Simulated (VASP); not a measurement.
# Nb16H (a cell with a defect) in VASP: further runs

Runs on Nb16H (a cell with a defect). Level: PBE. Tasks: single point.

All numbers are computed with VASP 6.6.1; they aren't measurements. Logs are shortened: lines on timing, memory, paths and dates and some standing lists are left out, and cuts for length are marked.

## (1) The cell of the first run

The cell holds a defect, 17 atoms: a = 6.600 Å, b = 6.600 Å, c = 6.600 Å, α = 90.00°, β = 90.00°, γ = 90.00°.

## (2) Single point, PBE

INCAR

```
SYSTEM = Nb16H
  ALGO = Normal
  EDIFF = 1E-6
  ENCUT = 520
  GGA = PE
  ISIF = 2
  ISMEAR = -1
  LASPH = .True.
  LCHARG = .False.
  LREAL = Auto
  LWAVE = .False.
  NBANDS = 118
  NELM = 60
  PREC = Accurate
  SIGMA = 0.05
```

KPOINTS

```
k-points
0
Gamma
  3 3 3
  0 0 0
```

POSCAR

```
Nb16H
1.0
    6.6000000000      0.0000000000      0.0000000000
    0.0000000000      6.6000000000      0.0000000000
    0.0000000000      0.0000000000      6.6000000000
Nb H
16 1
Direct
   -0.0054121872      0.0008576307     -0.0060376626
    0.5000754156      0.0007807395     -0.0005387304
    0.0017899039      0.5007569257      0.0004986015
   -0.0054746616      0.0008605242      0.5069337855
    0.2557784685      0.2574908516      0.2504386483
    0.5024375239      0.5009023723      0.0005293998
    0.5001069488      0.0007885681      0.5013846064
    0.7500746646      0.2518286810      0.2504048097
    0.0017309291      0.5007605046      0.5003378813
    0.2555941067      0.7442993958      0.2504446643
    0.2484981893      0.2507002414      0.7503986744
    0.5024707424      0.5008990701      0.5002799871
    0.7501460278      0.7498145816      0.2504075966
    0.7477358130      0.2505433230      0.7504509495
    0.2483553456      0.7509380703      0.7503842553
    0.7478110929      0.7510249301      0.7504456665
    0.1253467767      0.0010342902      0.2504633668
```

Potentials or basis: VASP PAW PBE potentials, release 64 (Nb_sv, H).

Run with:

```console
> cat potpaw_PBE.64/Nb_sv/POTCAR potpaw_PBE.64/H/POTCAR > POTCAR
> mpirun -np 1 vasp_std > vasp.out
```

OUTCAR:

```text
SYSTEM = Nb16H
   EDIFF = 1E-6
   ENCUT = 520
   GGA = PE
   ISIF = 2
   ISMEAR = -1
   LASPH = .True.
   LREAL = Auto
   NELM = 60
   PREC = Accurate

 ion  position               nearest neighbor table
   1  0.995  0.001  0.994-  17 1.90  14 2.82  16 2.82  15 2.85  11 2.85   8 2.87  13 2.87  10 2.95
                             5 2.95
   2  0.500  0.001  0.999-  14 2.84  16 2.84  11 2.86  15 2.86  13 2.87   8 2.87  10 2.87   5 2.87

   3  0.002  0.501  0.000-  15 2.85  11 2.85   5 2.85  10 2.85   8 2.86  13 2.86  16 2.87  14 2.87

   4  0.995  0.001  0.507-  17 1.90  14 2.82  16 2.82  15 2.85  11 2.85   8 2.87  13 2.87  10 2.95
                             5 2.95
   5  0.256  0.257  0.250-  17 1.90  12 2.82   6 2.82   3 2.85   9 2.85   7 2.87   2 2.87   1 2.95
                             4 2.95
   6  0.502  0.501  0.001-   5 2.82  10 2.82  16 2.84  14 2.84  13 2.84   8 2.84  15 2.87  11 2.87

   7  0.500  0.001  0.501-  14 2.84  16 2.84  11 2.86  15 2.86   8 2.87  13 2.87  10 2.87   5 2.87

   8  0.750  0.252  0.250-  12 2.84   6 2.84   9 2.86   3 2.86   7 2.87   2 2.87   1 2.87   4 2.87

   9  0.002  0.501  0.500-  15 2.85  11 2.85   5 2.85  10 2.85   8 2.86  13 2.86  16 2.87  14 2.87

  10  0.256  0.744  0.250-  17 1.90  12 2.82   6 2.82   3 2.85   9 2.85   7 2.87   2 2.87   1 2.95
                             4 2.95
  11  0.248  0.251  0.750-   3 2.85   9 2.85   4 2.85   1 2.85   7 2.86   2 2.86   6 2.87  12 2.87

  12  0.502  0.501  0.500-   5 2.82  10 2.82  16 2.84  14 2.84  13 2.84   8 2.84  15 2.87  11 2.87

  13  0.750  0.750  0.250-  12 2.84   6 2.84   9 2.86   3 2.86   2 2.87   7 2.87   1 2.87   4 2.87

  14  0.748  0.251  0.750-   4 2.82   1 2.82   6 2.84  12 2.84   2 2.84   7 2.84   3 2.87   9 2.87

  15  0.248  0.751  0.750-   9 2.85   3 2.85   4 2.85   1 2.85   7 2.86   2 2.86  12 2.87   6 2.87

  16  0.748  0.751  0.750-   4 2.82   1 2.82   6 2.84  12 2.84   2 2.84   7 2.84   9 2.87   3 2.87

  17  0.125  0.001  0.250-   5 1.90  10 1.90   1 1.90   4 1.90

  LATTYP: Found a simple cubic cell.
 ALAT       =     6.6000000000

  Lattice vectors:

 A1 = (   6.6000000000,   0.0000000000,   0.0000000000)
 A2 = (   0.0000000000,   6.6000000000,   0.0000000000)
 A3 = (   0.0000000000,   0.0000000000,   6.6000000000)

Analysis of symmetry for initial positions (statically):
=====================================================================
 Subroutine PRICEL returns:
 Original cell was already a primitive cell.

 Routine SETGRP: Setting up the symmetry group for a
 simple cubic supercell.

 Subroutine GETGRP returns: Found  1 space group operations
 (whereof  1 operations were pure point group operations)
 out of a pool of 48 trial point group operations.

The static configuration has the point symmetry C_1 .

Analysis of symmetry for dynamics (positions and initial velocities):
=====================================================================
 Subroutine PRICEL returns:
 Original cell was already a primitive cell.

 Routine SETGRP: Setting up the symmetry group for a
 simple cubic supercell.

 Subroutine GETGRP returns: Found  1 space group operations
 (whereof  1 operations were pure point group operations)
 out of a pool of 48 trial point group operations.

The dynamic configuration has the point symmetry C_1 .

 Subroutine INISYM returns: Found  1 space group operations
 (whereof  1 operations are pure point group operations),
 and found     1 'primitive' translations

----------------------------------------------------------------------------------------

                                     Primitive cell

  volume of cell :     287.4960

  direct lattice vectors                    reciprocal lattice vectors
     6.600000000  0.000000000  0.000000000     0.151515152  0.000000000  0.000000000
     0.000000000  6.600000000  0.000000000     0.000000000  0.151515152  0.000000000
     0.000000000  0.000000000  6.600000000     0.000000000  0.000000000  0.151515152

  length of vectors
     6.600000000  6.600000000  6.600000000     0.151515152  0.151515152  0.151515152

  position of ions in fractional coordinates (direct lattice)
     0.994587813  0.000857631  0.993962337
     0.500075416  0.000780740  0.999461270
     0.001789904  0.500756926  0.000498601
     0.994525338  0.000860524  0.506933786
     0.255778468  0.257490852  0.250438648
     0.502437524  0.500902372  0.000529400
[... 9 lines left out ...]
     0.747811093  0.751024930  0.750445666
     0.125346777  0.001034290  0.250463367

  ion indices of the primitive-cell ions
   primitive index   ion index
                 1           1
                 2           2
                 3           3
                 4           4
                 5           5
                 6           6
[... 9 lines left out ...]
                16          16
                17          17

----------------------------------------------------------------------------------------

 KPOINTS: k-points

Automatic generation of k-mesh.
 Grid dimensions read from file:
 generate k-points for:    3    3    3

 Generating k-lattice:

  Cartesian coordinates                     Fractional coordinates (reciprocal lattice)
     0.050505051  0.000000000  0.000000000     0.333333333  0.000000000  0.000000000
     0.000000000  0.050505051  0.000000000     0.000000000  0.333333333  0.000000000
     0.000000000  0.000000000  0.050505051     0.000000000  0.000000000  0.333333333

  Length of vectors
     0.050505051  0.050505051  0.050505051

  Shift w.r.t. Gamma in fractional coordinates (k-lattice)
     0.000000000  0.000000000  0.000000000

 Subroutine IBZKPT returns following result:
 ===========================================

 Found     14 irreducible k-points:

 Following reciprocal coordinates:
            Coordinates               Weight
  0.000000  0.000000  0.000000      1.000000
  0.333333  0.000000  0.000000      2.000000
  0.000000  0.333333  0.000000      2.000000
  0.000000  0.000000  0.333333      2.000000
  0.333333  0.333333  0.000000      2.000000
  0.000000  0.333333  0.333333      2.000000
  0.333333  0.000000  0.333333      2.000000
 -0.333333  0.333333  0.000000      2.000000
 -0.333333  0.000000  0.333333      2.000000
  0.000000 -0.333333  0.333333      2.000000
  0.333333  0.333333  0.333333      2.000000
 -0.333333  0.333333  0.333333      2.000000
 -0.333333 -0.333333  0.333333      2.000000
  0.333333 -0.333333  0.333333      2.000000
   k-points           NKPTS =     14   k-points in BZ     NKDIM =     14   number of bands    NBANDS=    118
   number of dos      NEDOS =    301   number of ions     NIONS =     17
   total plane-waves  NPLWV = 125000
   dimension x,y,z NGX =    50 NGY =   50 NGZ =   50
   dimension x,y,z NGXF=   100 NGYF=  100 NGZF=  100
   ions per type =              16   1
   NGX,Y,Z   is equivalent  to a cutoff of  12.59, 12.59, 12.59 a.u.
   NGXF,Y,Z  is equivalent  to a cutoff of  25.19, 25.19, 25.19 a.u.
 SYSTEM =  Nb16H
   PREC   = accura    normal or accurate (medium, high low for compatibility)
   ISTART =      0    job   : 0-new  1-cont  2-samecut
   ICHARG =      2    charge: 1-file 2-atom 10-const
   ISPIN  =      1    spin polarized calculation?
   LNONCOLLINEAR =      F non collinear calculations
   LSORBIT =      F    spin-orbit coupling
   LASPH  =      T    aspherical Exc in radial PAW
   ENCUT  =  520.0 eV  38.22 Ry    6.18 a.u.  12.27 12.27 12.27*2*pi/ulx,y,z
   NELM   =     60;   NELMIN=  2; NELMDL= -5     # of ELM steps
   EDIFF  = 0.1E-05   stopping-criterion for ELM
   LREAL  =      T    real-space projection
   EDIFFG = 0.1E-04   stopping-criterion for IOM
   NSW    =      0    number of steps for IOM
   IBRION =     -1    ionic relax: 0-MD 1-quasi-New 2-CG
   NFREE  =      0    steps in history (QN), initial steepest desc. (CG)
   ISIF   =      2    stress and relaxation
   ISYM   =      2    0-nonsym 1-usesym 2-fastsym
   POTIM  = 0.5000    time-step for ionic-motion
   TEBEG  =    0.0;   TEEND  =   0.0 temperature during run
   PSTRESS=    0.0 pullay stress
   NELECT =     209.0000    total number of electrons
   NUPDOWN=      -1.0000    fix difference up-down
   EMIN   =  10.00;   EMAX   =-10.00  energy-range for DOS
   EFERMI =   0.00;   METHOD = LEGACY
   ISMEAR =    -1;   SIGMA  =   0.05  broadening in eV -4-tet -1-fermi 0-gaus
   EFERMI_NEDOS =   21; number of points for ismear=-14 and -15
   IALGO  =     38    algorithm
   IMIX   =      4    mixing-type and parameters
     AMIX     =   0.40;   BMIX     =  1.00
     AMIX_MAG =   1.60;   BMIX_MAG =  1.00
  volume/ion in A,a.u.               =      16.91       114.12
  Fermi-wavevector in a.u.,A,eV,Ry     =   1.472018  2.781710 29.481589  2.166836
  Thomas-Fermi vector in A             =   2.587083
   LORBIT       =      0    0 simple, 1 ext, 2 COOP (PROOUT), +10 PAW based schemes
   GGA     = PE    functional components
   LHFCALC =     F    Hartree Fock is set to
   AEXX    =    0.0000 exact exchange contribution
   IVDW    =     0    specifies the selected vdW correction
   LEPSILON=     F    determine dielectric tensor
   LRPA    =     F    only Hartree local field effects (RPA)
 non-spin polarized calculation
  energy-cutoff  :      520.00
  volume of cell :      287.50
 maximum number of plane-waves:      7809
 NGX is ok and might be reduce to    50
   NGX = 25   NGY = 25   NGZ = 25

 number of electron     209.0000019 magnetization

 Free energy of the ion-electron system (eV)
  ---------------------------------------------------
  ext. energy  EPLUGINS =         0.00000000
  ---------------------------------------------------
  free energy    TOTEN  =      -167.52029427 eV

  energy without entropy =     -167.41810296  energy(sigma->0) =     -167.46919861

 E-fermi :  11.2629     XC(G=0): -12.5427

 val. band max:       11.2270929849   @ k =   0.3333   0.0000   0.0000
 cond. band min:      11.2820308121   @ k =   0.3333   0.3333   0.0000
 fundamental gap:      0.0549378272
 Fermi energy:        11.2628645702

 k-point     1 :       0.0000    0.0000    0.0000
  band No.  band energies     occupation
      1     -43.0807      2.00000
      2     -42.8934      2.00000
      3     -42.8788      2.00000
      4     -42.8785      2.00000
      5     -42.8592      2.00000
      6     -42.8478      2.00000
[... 108 lines left out ...]
    115      13.5433      0.00000
    116      13.5522      0.00000
[... 1545 lines left out ...]
    115      13.6678      0.00000
    116      13.6993      0.00000
 [bands above 116 left out]

------------------------ aborting loop because EDIFF is reached ----------------------------------------

  FORCE on cell =-STRESS in cart. coord.  units (eV):
  Direction    XX          YY          ZZ          XY          YZ          ZX
  --------------------------------------------------------------------------------------
  -------------------------------------------------------------------------------------
  Total        3.5661589      4.2245103      4.2086867      0.0024811     -0.0023535      0.0007240
  in kB       19.8737336     23.5426392     23.4544565      0.0138269     -0.0131156      0.0040348
  external PRESSURE =      22.2902764 kB  Pullay stress =       0.0000000 kB

 VOLUME and BASIS-vectors are now :
 -----------------------------------------------------------------------------
  energy-cutoff  :      520.00
  volume of cell :      287.50
      direct lattice vectors                 reciprocal lattice vectors
     6.600000000  0.000000000  0.000000000     0.151515152  0.000000000  0.000000000
     0.000000000  6.600000000  0.000000000     0.000000000  0.151515152  0.000000000
     0.000000000  0.000000000  6.600000000     0.000000000  0.000000000  0.151515152

 POSITION                                       TOTAL-FORCE (eV/Angst)
 -----------------------------------------------------------------------------------
      6.56428      0.00566      6.56015        -0.007591     -0.003105     -0.003984
      3.30050      0.00515      6.59644         0.001357      0.002429      0.001588
      0.01181      3.30500      0.00329         0.002905      0.004059     -0.002785
      6.56387      0.00568      3.34576        -0.003535     -0.002675      0.001126
      1.68814      1.69944      1.65290         0.000778     -0.002504     -0.001313
      3.31609      3.30596      0.00349         0.000109     -0.003229      0.001578
[... 9 lines left out ...]
      4.93555      4.95676      4.95294        -0.001312     -0.004778     -0.001029
      0.82729      0.00683      1.65306        -0.003136     -0.003912      0.000248
 -----------------------------------------------------------------------------------
    total drift:                                0.005933     -0.004280     -0.001414

  FREE ENERGIE OF THE ION-ELECTRON SYSTEM (eV)
  ---------------------------------------------------
  free  energy   TOTEN  =      -167.5202942652 eV

  energy  without entropy=     -167.4181029567  energy(sigma->0) =     -167.46919861
```

It took 34 min on 1 thread of Intel Xeon 8259CL, shared host; peak memory 0.53 GiB.

What came out:

| Quantity | Value |
| --- | --- |
| Free energy | -167.5203 eV |
| Pressure | 2.2 GPa |
| Largest force | 0.009 eV/Å |
| Band gap on the k mesh | zero (an odd number of electrons rules out a gap without spin polarisation) |

Forces in eV/Å, atoms in the order of the input:
```
Nb  -0.008 -0.003 -0.004
Nb   0.001  0.002  0.002
Nb   0.003  0.004 -0.003
Nb  -0.004 -0.003  0.001
Nb   0.001 -0.003 -0.001
Nb   0.000 -0.003  0.002
Nb  -0.001  0.003 -0.001
Nb   0.003 -0.005  0.001
Nb   0.006  0.004  0.003
Nb   0.008  0.001 -0.002
Nb  -0.006  0.005  0.002
Nb  -0.002 -0.003 -0.001
Nb  -0.003  0.005  0.000
Nb   0.005  0.007 -0.001
Nb   0.001 -0.004  0.003
Nb  -0.001 -0.005 -0.001
H   -0.003 -0.004  0.000
```

Stress tensor (GPa, compression positive):
```
1.99 0.00 0.00
0.00 2.35 0.00
0.00 0.00 2.35
```

Levels at points of the mesh, in eV from the Fermi level:
```csv
k point,band 100,band 101,band 102,band 103,band 104,band 105,band 106,band 107
"(0.00, 0.00, 0.00)",0.36,0.65,0.86,0.89,0.89,0.92,0.92,0.94
```

[end of part 1 of 2]

The gap in the log of VASP goes by the Fermi energy; the results here count the filled bands.